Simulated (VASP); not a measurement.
# WC in VASP: a series of runs, part 2 of 2

VASP 6.6.1. Earlier steps stand in the parts before.

**5. Single point, B3LYP**

This run uses another cell than the first one, of 10.58 Å³/atom.

Contents of POSCAR:

```
WC
1.0
    2.9257489053      0.0000000000      0.0000000000
   -1.4628744527      2.5337728771      0.0000000000
    0.0000000000      0.0000000000      2.8553859779
W C
1 1
Direct
    0.0000000000      0.0000000000      0.0000000000
    0.6666666667      0.3333333333      0.5000000000
```

Contents of INCAR.step1:

```
SYSTEM = WC
  ALGO = Normal
  EDIFF = 1E-5
  ENCUT = 520
  GGA = PE
  ISIF = 2
  ISMEAR = -1
  LASPH = .TRUE.
  LCHARG = .FALSE.
  LREAL = .FALSE.
  LWAVE = .TRUE.
  NBANDS = 16
  NELM = 80
  PREC = Accurate
  SIGMA = 0.05
```

Contents of INCAR.step2:

```
SYSTEM = WC
  AEXX = 0.2
  AGGAC = 0.81
  AGGAX = 0.72
  ALDAC = 0.19
  ALGO = Normal
  EDIFF = 1E-6
  ENCUT = 520
  GGA = B3
  ISIF = 2
  ISMEAR = -1
  ISTART = 1
  LASPH = .TRUE.
  LCHARG = .FALSE.
  LHFCALC = .TRUE.
  LREAL = .FALSE.
  LWAVE = .FALSE.
  NBANDS = 16
  NELM = 80
  PREC = Accurate
  PRECFOCK = Normal
  SIGMA = 0.05
```

Contents of KPOINTS:

```
k-points
0
G
  5 5 5
  0 0 0
```

Potentials or basis: VASP PAW PBE potentials, release 64 (W_sv, C).

On the command line:

```sh
$ cat potpaw_PBE.64/W_sv/POTCAR potpaw_PBE.64/C/POTCAR > POTCAR
$ cp INCAR.step1 INCAR
$ mpirun -np 1 vasp_std > vasp.out
$ cp INCAR.step2 INCAR
$ mpirun -np 1 vasp_std > vasp.out
```

OUTCAR:

```text
SYSTEM = WC
   AEXX = 0.2
   EDIFF = 1E-6
   ENCUT = 520
   GGA = B3
   ISIF = 2
   ISMEAR = -1
   ISTART = 1
   LASPH = .TRUE.
   LHFCALC = .TRUE.
   LREAL = .FALSE.
   NELM = 80
   PREC = Accurate
   PRECFOCK = Normal

 ion  position               nearest neighbor table
   1  0.000  0.000  0.000-   2 2.21   2 2.21   2 2.21   2 2.21   2 2.21   2 2.21
   2  0.667  0.333  0.500-   1 2.21   1 2.21   1 2.21   1 2.21   1 2.21   1 2.21

  LATTYP: Found a hexagonal cell.
 ALAT       =     2.9257489053
 C/A-ratio  =     0.9759504559

  Lattice vectors:

 A1 = (   2.9257489053,   0.0000000000,   0.0000000000)
 A2 = (  -1.4628744527,   2.5337728771,   0.0000000000)
 A3 = (   0.0000000000,   0.0000000000,   2.8553859779)

Analysis of symmetry for initial positions (statically):
=====================================================================
 Subroutine PRICEL returns:
 Original cell was already a primitive cell.

 Routine SETGRP: Setting up the symmetry group for a
 hexagonal supercell.

 Subroutine GETGRP returns: Found 12 space group operations
 (whereof 12 operations were pure point group operations)
 out of a pool of 24 trial point group operations.

The static configuration has the point symmetry D_3h.

Analysis of symmetry for dynamics (positions and initial velocities):
=====================================================================
 Subroutine PRICEL returns:
 Original cell was already a primitive cell.

 Routine SETGRP: Setting up the symmetry group for a
 hexagonal supercell.

 Subroutine GETGRP returns: Found 12 space group operations
 (whereof 12 operations were pure point group operations)
 out of a pool of 24 trial point group operations.

The dynamic configuration has the point symmetry D_3h.

 Subroutine INISYM returns: Found 12 space group operations
 (whereof 12 operations are pure point group operations),
 and found     1 'primitive' translations

----------------------------------------------------------------------------------------

                                     Primitive cell

  volume of cell :      21.1675

  direct lattice vectors                    reciprocal lattice vectors
     2.925748905  0.000000000  0.000000000     0.341792831  0.197334183  0.000000000
    -1.462874453  2.533772877  0.000000000     0.000000000  0.394668366  0.000000000
     0.000000000  0.000000000  2.855385978     0.000000000  0.000000000  0.350215350

  length of vectors
     2.925748905  2.925748905  2.855385978     0.394668366  0.394668366  0.350215350

  position of ions in fractional coordinates (direct lattice)
     0.000000000  0.000000000  0.000000000
     0.666666667  0.333333333  0.500000000

  ion indices of the primitive-cell ions
   primitive index   ion index
                 1           1
                 2           2

[... 30 lines left out ...]
  0.400000  0.000000  0.000000      6.000000
  0.200000  0.200000  0.000000      6.000000
  0.400000  0.200000  0.000000      6.000000
  0.000000  0.000000  0.200000      2.000000
  0.200000  0.000000  0.200000     12.000000
  0.400000  0.000000  0.200000     12.000000
  0.200000  0.200000  0.200000     12.000000
  0.400000  0.200000  0.200000     12.000000
  0.000000  0.000000  0.400000      2.000000
  0.200000  0.000000  0.400000     12.000000
  0.400000  0.000000  0.400000     12.000000
  0.200000  0.200000  0.400000     12.000000
  0.400000  0.200000  0.400000     12.000000
   k-points           NKPTS =     15   k-points in BZ     NKDIM =    125   number of bands    NBANDS=     16
   number of dos      NEDOS =    301   number of ions     NIONS =      2
   total plane-waves  NPLWV =  13824
   dimension x,y,z NGX =    24 NGY =   24 NGZ =   24
   dimension x,y,z NGXF=    48 NGYF=   48 NGZF=   48
   ions per type =               1   1
   NGX,Y,Z   is equivalent  to a cutoff of  13.64, 13.64, 13.97 a.u.
   NGXF,Y,Z  is equivalent  to a cutoff of  27.27, 27.27, 27.95 a.u.
 SYSTEM =  WC
   PREC   = accura    normal or accurate (medium, high low for compatibility)
   ISTART =      1    job   : 0-new  1-cont  2-samecut
   ICHARG =      0    charge: 1-file 2-atom 10-const
   ISPIN  =      1    spin polarized calculation?
   LNONCOLLINEAR =      F non collinear calculations
   LSORBIT =      F    spin-orbit coupling
   LASPH  =      T    aspherical Exc in radial PAW
   ENCUT  =  520.0 eV  38.22 Ry    6.18 a.u.   5.44  5.44  5.31*2*pi/ulx,y,z
   NELM   =     80;   NELMIN=  2; NELMDL=  0     # of ELM steps
   EDIFF  = 0.1E-05   stopping-criterion for ELM
   LREAL  =      F    real-space projection
   EDIFFG = 0.1E-04   stopping-criterion for IOM
   NSW    =      0    number of steps for IOM
   IBRION =     -1    ionic relax: 0-MD 1-quasi-New 2-CG
   NFREE  =      0    steps in history (QN), initial steepest desc. (CG)
   ISIF   =      2    stress and relaxation
   ISYM   =      3    0-nonsym 1-usesym 2-fastsym
   POTIM  = 0.5000    time-step for ionic-motion
   TEBEG  =    0.0;   TEEND  =   0.0 temperature during run
   PSTRESS=    0.0 pullay stress
   NELECT =      18.0000    total number of electrons
   NUPDOWN=      -1.0000    fix difference up-down
   EMIN   =  10.00;   EMAX   =-10.00  energy-range for DOS
   EFERMI =   0.00;   METHOD = LEGACY
   ISMEAR =    -1;   SIGMA  =   0.05  broadening in eV -4-tet -1-fermi 0-gaus
   EFERMI_NEDOS =   21; number of points for ismear=-14 and -15
   IALGO  =     38    algorithm
   IMIX   =      1    mixing-type and parameters
     AMIX     =   0.40;   BMIX     =  1.00
     AMIX_MAG =   1.60;   BMIX_MAG =  1.00
  volume/ion in A,a.u.               =      10.58        71.42
  Fermi-wavevector in a.u.,A,eV,Ry     =   1.550991  2.930947 32.729789  2.405572
  Thomas-Fermi vector in A             =   2.655574
   LORBIT       =      0    0 simple, 1 ext, 2 COOP (PROOUT), +10 PAW based schemes
   GGA     = B3    functional components
   LHFCALC =     T    Hartree Fock is set to
   PRECFOCK=normal    Normal, Fast or Accurate (Low or Medium for compatibility)
   ENCUT4O =  -1.0   cutoff for four orbital integrals eV
   NKREDX  =     1    reduce k-point grid by
   NKREDY  =     1    reduce k-point grid by
   NKREDZ  =     1    reduce k-point grid by
   AEXX    =    0.2000 exact exchange contribution
   HFSCREEN=    0.0000 screening length (either q_TF or 0.3 A-1)
   HFSCREENC=   0.0000 screening length for correlation (either q_TF or 0.3 A-1)
   ENCUTFOCK=  -1.0 apply spherical cutoff to Coloumb kernel
   IVDW    =     0    specifies the selected vdW correction
   LEPSILON=     F    determine dielectric tensor
   LRPA    =     F    only Hartree local field effects (RPA)
 non-spin polarized calculation
  energy-cutoff  :      520.00
  volume of cell :       21.17
 maximum number of plane-waves:       599
 NGX is ok and might be reduce to    24
  NGX = 18; NGY = 18; NGZ = 16

 number of electron      18.0000000 magnetization

 Free energy of the ion-electron system (eV)
  ---------------------------------------------------
  ext. energy  EPLUGINS =         0.00000000
  ---------------------------------------------------
  free energy    TOTEN  =       -24.50156757 eV

  energy without entropy =      -24.50156642  energy(sigma->0) =      -24.50156699

 E-fermi :  11.1866     XC(G=0): -10.8544

 val. band max:       10.6573682316   @ k =   0.0000   0.0000   0.0000
 cond. band min:      11.7080999116   @ k =   0.0000   0.0000   0.2000
 fundamental gap:      1.0507316801
 Fermi energy:        11.1866474183

 k-point     1 :       0.0000    0.0000    0.0000
  band No.  band energies     occupation
      1     -66.5254      2.00000
      2     -29.5169      2.00000
      3     -29.3891      2.00000
      4     -29.3891      2.00000
      5      -5.0072      2.00000
      6       5.9531      2.00000
[... 262 lines left out ...]
      3     -30.0349      2.00000
      4     -29.6937      2.00000
      5      -1.4877      2.00000
      6       3.5062      2.00000
[... 8 lines left out ...]
     15      24.8473      0.00000
     16      26.0834      0.00000

------------------------ aborting loop because EDIFF is reached ----------------------------------------

  FORCE on cell =-STRESS in cart. coord.  units (eV):
  Direction    XX          YY          ZZ          XY          YZ          ZX
  --------------------------------------------------------------------------------------
  -------------------------------------------------------------------------------------
  Total        0.5346193      0.5346193     -0.2622325     -0.0000000      0.0000000      0.0000000
  in kB       40.4655683     40.4655683    -19.8484938     -0.0000000      0.0000000      0.0000000
  external PRESSURE =      20.3608810 kB  Pullay stress =       0.0000000 kB

 VOLUME and BASIS-vectors are now :
 -----------------------------------------------------------------------------
  energy-cutoff  :      520.00
  volume of cell :       21.17
      direct lattice vectors                 reciprocal lattice vectors
     2.925748905  0.000000000  0.000000000     0.341792831  0.197334183  0.000000000
    -1.462874453  2.533772877  0.000000000     0.000000000  0.394668366  0.000000000
     0.000000000  0.000000000  2.855385978     0.000000000  0.000000000  0.350215350

 POSITION                                       TOTAL-FORCE (eV/Angst)
 -----------------------------------------------------------------------------------
      0.00000      0.00000      0.00000         0.000000      0.000000      0.000000
      1.46287      0.84459      1.42769        -0.000000     -0.000000      0.000000
 -----------------------------------------------------------------------------------
    total drift:                               -0.000000     -0.000005      0.000000

  FREE ENERGIE OF THE ION-ELECTRON SYSTEM (eV)
  ---------------------------------------------------
  free  energy   TOTEN  =       -24.5015675695 eV

  energy  without entropy=      -24.5015664152  energy(sigma->0) =      -24.50156699
```

It took 20 min on 1 thread of Intel Xeon 8259CL, shared host; peak memory 0.16 GiB.

Results:

| Quantity | Value |
| --- | --- |
| Free energy | -24.5016 eV |
| Pressure | 2.0 GPa |
| Band gap on the k mesh | zero (bands 9 and 10 overlap by 1.43 eV) |

Levels at points of the mesh, in eV from the Fermi level:
| k point | band 6 | band 7 | band 8 | band 9 | band 10 | band 11 | band 12 | band 13 |
| --- | --- | --- | --- | --- | --- | --- | --- | --- |
| (0.00, 0.00, 0.00) | -5.23 | -4.30 | -4.30 | -0.53 | 3.62 | 3.62 | 6.19 | 6.19 |

Caveat: the k points lie up to 0.50 Å⁻¹ apart, too coarse for converged energies and pressures of a metal; the PAW data sets were made with another functional, which shifts forces and pressure a little; spin-orbit coupling is left out, which moves the levels of the heavy elements.

**6. Summary**

| task | level | potentials or basis | cell | k mesh | cutoff (eV) | grid for exact exchange (PRECFOCK) | share of exact exchange | gap on the mesh (eV) | pressure (GPa) |
| --- | --- | --- | --- | --- | --- | --- | --- | --- | --- |
| relaxation of the atoms | PBE | VASP PAW PBE potentials, release 64 (W_sv, C) | atoms relaxed from a = 2.907, b = 2.932, c = 2.837 Å, angles 90.0, 90.0, 120.9°, 2 atoms | 10 × 10 × 9 | 520 | - | - | none | 6.8 |
| single point | PBEsol | VASP PAW PBE potentials, release 64 (W_sv, C_h) | a = 2.894, b = 2.894, c = 2.823 Å, angles 90.0, 90.0, 120.0°, 2 atoms | 10 × 10 × 9 | 1300 | - | - | none | 3.2 |
| single point | B3LYP | VASP PAW PBE potentials, release 64 (W_sv, C) | a = 2.926, b = 2.926, c = 2.855 Å, angles 90.0, 90.0, 120.0°, 2 atoms | 5 × 5 × 5 | 520 | Normal | 0.2 | none | 2.0 |

Alike in all rows: no spin polarisation; smearing fermi-dirac 0.05 eV.

Caveats: some runs use coarse meshes; spin-orbit coupling is left out, which moves the levels of the heavy elements; the PAW data sets were made with another functional, which shifts forces and pressure a little (at least some runs); the cell stands under pressure (at least some runs).

Absolute energies hang on the potentials; compare differences alone.

The gap in the log of VASP goes by the Fermi energy; the results here count the filled bands.